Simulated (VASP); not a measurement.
# TiB (F-43m) in VASP: further runs, part 2 of 2

VASP 6.6.1.

## Step 3: Relaxation of cell and atoms, r2SCAN

This run uses another cell than the first one, of 15.15 Å³/atom, 0.997 times its volume.

Contents of POSCAR:

```
TiB
1.0
    0.0000000000      2.4742046934      2.4742046934
    2.4742046934      0.0000000000      2.4742046934
    2.4742046934      2.4742046934      0.0000000000
Ti B
1 1
Direct
    0.7500000000      0.7500000000      0.7500000000
    0.0000000000      0.0000000000      0.0000000000
```

Contents of INCAR.step1:

```
SYSTEM = TiB
PREC     = Accurate       ! precision mode
ENCUT    = 600            ! plane-wave cutoff, eV
ISMEAR   = 0              ! smearing method
SIGMA    = 0.1            ! smearing width, eV
LREAL    = .FALSE.        ! projectors in reciprocal space
LASPH    = .TRUE.         ! aspherical terms in the spheres
NELM     = 80             ! most SCF steps
GGA      = PE             ! functional
ALGO     = Normal         ! electronic algorithm
EDIFF    = 1E-4           ! SCF threshold, eV
LWAVE    = .TRUE.         ! write WAVECAR
LCHARG   = .FALSE.        ! write CHGCAR
```

Contents of INCAR.step2:

```
SYSTEM = TiB
PREC     = Accurate       ! precision mode
ENCUT    = 600            ! plane-wave cutoff, eV
EDIFF    = 1E-6           ! SCF threshold, eV
ISMEAR   = 0              ! smearing method
SIGMA    = 0.1            ! smearing width, eV
LREAL    = .FALSE.        ! projectors in reciprocal space
LASPH    = .TRUE.         ! aspherical terms in the spheres
NELM     = 80             ! most SCF steps
ALGO     = Normal         ! electronic algorithm
ISIF     = 3              ! what is computed and relaxed
LWAVE    = .FALSE.        ! write WAVECAR
LCHARG   = .FALSE.        ! write CHGCAR
METAGGA  = R2SCAN         ! meta-GGA
LMIXTAU  = .TRUE.       
IBRION   = 2              ! ionic algorithm
NSW      = 100            ! ionic steps
EDIFFG   = -0.005         ! ionic threshold
ISTART   = 1
```

Contents of KPOINTS:

```
Automatic mesh
0
G
  14 14 14
  0 0 0
```

Potentials or basis: VASP PAW PBE potentials, release 64 (Ti_sv, B).

Started as:

```sh
$ cat potpaw_PBE.64/Ti_sv/POTCAR potpaw_PBE.64/B/POTCAR > POTCAR
$ cp INCAR.step1 INCAR
$ mpirun -np 1 vasp_std > vasp.out
$ cp INCAR.step2 INCAR
$ mpirun -np 1 vasp_std > vasp.out
```

OUTCAR:

```text
SYSTEM = TiB
   PREC = Accurate
   ENCUT = 600
   EDIFF = 1E-6
   ISMEAR = 0
   LREAL = .FALSE.
   LASPH = .TRUE.
   NELM = 80
   ISIF = 3
   METAGGA = R2SCAN
   IBRION = 2
   NSW = 100
   EDIFFG = -0.005
   ISTART = 1

 ion  position               nearest neighbor table
   1  0.750  0.750  0.750-   2 2.14   2 2.14   2 2.14   2 2.14
   2  0.000  0.000  0.000-   1 2.14   1 2.14   1 2.14   1 2.14

  LATTYP: Found a face centered cubic cell.
 ALAT       =     4.9484093868

  Lattice vectors:

 A1 = (   0.0000000000,   2.4742046934,   2.4742046934)
 A2 = (   2.4742046934,   0.0000000000,   2.4742046934)
 A3 = (   2.4742046934,   2.4742046934,   0.0000000000)

Analysis of symmetry for initial positions (statically):
=====================================================================
 Subroutine PRICEL returns:
 Original cell was already a primitive cell.

 Routine SETGRP: Setting up the symmetry group for a
 face centered cubic supercell.

 Subroutine GETGRP returns: Found 24 space group operations
 (whereof 24 operations were pure point group operations)
 out of a pool of 48 trial point group operations.

The static configuration has the point symmetry T_d .

Analysis of symmetry for dynamics (positions and initial velocities):
=====================================================================
 Subroutine PRICEL returns:
 Original cell was already a primitive cell.

 Routine SETGRP: Setting up the symmetry group for a
 face centered cubic supercell.

 Subroutine GETGRP returns: Found 24 space group operations
 (whereof 24 operations were pure point group operations)
 out of a pool of 48 trial point group operations.

The dynamic configuration has the point symmetry T_d .

 Subroutine INISYM returns: Found 24 space group operations
[... 132 lines left out ...]
  volume of cell :       30.29
 maximum number of plane-waves:      1026
   NGX = 13   NGY = 13   NGZ = 13

--------------------------------------- Ionic step        1  -------------------------------------------

 number of electron      15.0000003 magnetization

 Free energy of the ion-electron system (eV)
  ---------------------------------------------------
  ext. energy  EPLUGINS =         0.00000000
  ---------------------------------------------------
  free energy    TOTEN  =       -18.92224191 eV

  energy without entropy =      -18.91386570  energy(sigma->0) =      -18.91805380

------------------------ aborting loop because EDIFF is reached ----------------------------------------

  FORCE on cell =-STRESS in cart. coord.  units (eV):
  Direction    XX          YY          ZZ          XY          YZ          ZX
  --------------------------------------------------------------------------------------
  -------------------------------------------------------------------------------------
  Total        0.1204179      0.1204179      0.1204179      0.0000000      0.0000000     -0.0000000
  in kB        6.3689065      6.3689065      6.3689065      0.0000000      0.0000000     -0.0000000
  external PRESSURE =       6.3689065 kB  Pullay stress =       0.0000000 kB
[... 59 lines left out ...]
--------------------------------------- Ionic step        3  -------------------------------------------

 number of electron      15.0000004 magnetization

 Free energy of the ion-electron system (eV)
  ---------------------------------------------------
  ext. energy  EPLUGINS =         0.00000000
  ---------------------------------------------------
  free energy    TOTEN  =       -18.92255608 eV

  energy without entropy =      -18.91411517  energy(sigma->0) =      -18.91833563

 E-fermi :   4.6145     XC(G=0): -11.0508

 val. band max:        4.6018574445   @ k =   0.3571   0.2857   0.0000
 cond. band min:       4.6238637038   @ k =  -0.4286   0.3571   0.0000
 fundamental gap:      0.0220062593
 Fermi energy:         4.6144714772

 k-point     1 :       0.0000    0.0000    0.0000
  band No.  band energies     occupation
      1     -53.8196      2.00000
      2     -28.9954      2.00000
      3     -28.9954      2.00000
      4     -28.9954      2.00000
      5      -3.6029      2.00000
      6       3.5601      2.00000
      7       3.5601      2.00000
      8       3.5602      2.00000
      9       7.0819      0.00000
     10       7.0819      0.00000
     11      13.3352      0.00000
[... 309 lines left out ...]
 k-point    24 :       0.2857    0.1429    0.0000
  band No.  band energies     occupation
      1     -53.8119      2.00000
      2     -29.0623      2.00000
      3     -29.0155      2.00000
      4     -29.0139      2.00000
      5      -2.4486      2.00000
      6       2.7965      2.00000
      7       3.9693      2.00000
      8       4.0410      2.00000
      9       6.4737      0.00000
     10       7.3267      0.00000
     11      10.7048      0.00000

 [... further k-points ...]

------------------------ aborting loop because EDIFF is reached ----------------------------------------

  FORCE on cell =-STRESS in cart. coord.  units (eV):
  Direction    XX          YY          ZZ          XY          YZ          ZX
  --------------------------------------------------------------------------------------
  -------------------------------------------------------------------------------------
  Total       -0.0067228     -0.0067228     -0.0067228     -0.0000000      0.0000000     -0.0000000
  in kB       -0.3536046     -0.3536046     -0.3536046     -0.0000000      0.0000000     -0.0000000
  external PRESSURE =      -0.3536046 kB  Pullay stress =       0.0000000 kB
[... 17 lines left out ...]
  FREE ENERGIE OF THE ION-ELECTRON SYSTEM (eV)
  ---------------------------------------------------
  free  energy   TOTEN  =       -18.9225560833 eV

  energy  without entropy=      -18.9141151744  energy(sigma->0) =      -18.91833563

 reached required accuracy - stopping structural energy minimisation
```

OSZICAR.step1:

```text
N       E                     dE             d eps       ncg     rms          rms(c)
DAV:   1     0.112039794131E+03    0.11204E+03   -0.90160E+03  2288   0.165E+03
DAV:   2    -0.450098575410E+01   -0.11654E+03   -0.11369E+03  2303   0.376E+02
DAV:   3    -0.162486564869E+02   -0.11748E+02   -0.11293E+02  4140   0.107E+02
DAV:   4    -0.170203869381E+02   -0.77173E+00   -0.76836E+00  2976   0.232E+01
DAV:   5    -0.170506202460E+02   -0.30233E-01   -0.30227E-01  3259   0.446E+00    0.136E+01
DAV:   6    -0.132127746795E+02    0.38378E+01   -0.29801E+01  2682   0.563E+01    0.468E+00
DAV:   7    -0.130887152537E+02    0.12406E+00   -0.36618E+00  2680   0.228E+01    0.248E+00
DAV:   8    -0.131043509532E+02   -0.15636E-01   -0.10082E-01  2990   0.367E+00    0.108E+00
DAV:   9    -0.131145850840E+02   -0.10234E-01   -0.29061E-02  3062   0.172E+00    0.281E-01
DAV:  10    -0.131139052772E+02    0.67981E-03   -0.96922E-03  3211   0.103E+00    0.626E-02
DAV:  11    -0.131138224200E+02    0.82857E-04   -0.55475E-04  3275   0.280E-01
   1 F= -.13113822E+02 E0= -.13109499E+02  d E =-.864612E-02
```

Wall time 6.1 min (1 thread of Intel Xeon 6975P-C, shared host); peak memory 0.2 GiB.

Results:

| Quantity | Value |
| --- | --- |
| Free energy | -18.9226 eV |
| Relaxed volume | 15.23 Å³/atom |
| Relaxed cell | a = 3.506 Å, b = 3.506 Å, c = 3.506 Å, α = 60.00°, β = 60.00°, γ = 60.00° |
| Space group after relaxing (to 0.05 Å) | F-43m (No. 216) |
| Energy gained by relaxing | 0.2 meV/atom |
| Ionic steps | 3 |
| Pressure after relaxing | 0.0 GPa |

The path:
```csv
step,energy change (eV),largest force (eV/Å),pressure (GPa),volume (Å³)
1,0.0000,0.0000,0.64,30.29
2,-0.0002,0.0000,-0.39,30.56
3,-0.0003,0.0000,-0.04,30.46
```

Final structure:
```
Ti B
1.0
     0.00000    2.47878    2.47878
     2.47878    0.00000    2.47878
     2.47878    2.47878    0.00000
Ti B
1 1
Direct
  0.75000 0.75000 0.75000
  0.00000 0.00000 0.00000
```

Caveat: the PAW data sets were made with another functional, which shifts forces and pressure a little. Zero-point motion and thermal expansion aren't in these numbers.
